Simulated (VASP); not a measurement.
Wanted: the native input for a VASP 6.6.1 run.

```yaml
Task: single point
Functional: PBE
Dispersion: D3(BJ)
Potentials_or_basis: VASP PAW PBE potentials, release 64 (Sb, In_d, Cl)
Cutoff: 520 eV
k_mesh: 6 × 6 × 1
Occupations: gaussian, width 0.1 eV
Spin: no spin polarisation
Dipole_correction: yes
Further_INCAR_settings: ALGO = Normal; EDIFF = 1e-06; NBANDS = 30
```

The structure of In2Sb2Cl lies in POSCAR:

```
In2Sb2Cl
1.0
    4.6293886023      0.0000000000      0.0000000000
   -2.3146943012      4.0091681336      0.0000000000
    0.0000000000      0.0000000000     22.0151773295
Sb In Cl
2 2 1
Direct
    0.0000000000      0.0000000000      0.1816928358
    0.3333333333      0.6666666667      0.3609342971
    0.3333333333      0.6666666667      0.2246164052
    0.6666666667      0.3333333333      0.3958713209
    1.5555555556      0.5555555556      0.5457679105
```

These files were run (other wordings do the same):

INCAR

```
SYSTEM = In2Sb2Cl
  ALGO = Normal
  DIPOL = 0.5 0.5 0.342
  EDIFF = 1E-6
  ENCUT = 520
  GGA = PE
  IDIPOL = 3
  ISIF = 2
  ISMEAR = 0
  IVDW = 12
  LASPH = .True.
  LCHARG = .True.
  LDIPOL = .True.
  LELF = .True.
  LREAL = .False.
  LVACPOTAV = .True.
  LVHAR = .True.
  LWAVE = .False.
  NBANDS = 30
  NELM = 100
  PREC = Accurate
  SIGMA = 0.1
```

KPOINTS

```
k-points
0
Gamma
  6 6 1
  0 0 0
```

Potentials or basis: VASP PAW PBE potentials, release 64 (Sb, In_d, Cl).

Command:

```sh
$ cat potpaw_PBE.64/Sb/POTCAR potpaw_PBE.64/In_d/POTCAR potpaw_PBE.64/Cl/POTCAR > POTCAR
$ mpirun -np 1 vasp_std > vasp.out
```

Results of the run:

```
Largest force              : 1.108 eV/Å
Band gap on the k mesh     : zero (an odd number of electrons rules out a gap without spin polarisation)
Dispersion energy per atom : -0.199 eV
```

Caveat: spin-orbit coupling is left out, which moves the levels of the heavy elements; an odd number of electrons without spin polarisation forces a metal; a magnetic or distorted state may lie lower.

It took 4.6 min on 1 thread of AMD EPYC 9R45 96-Core Processor (Zen 5), on a shared host, peak memory 0.62 GiB.
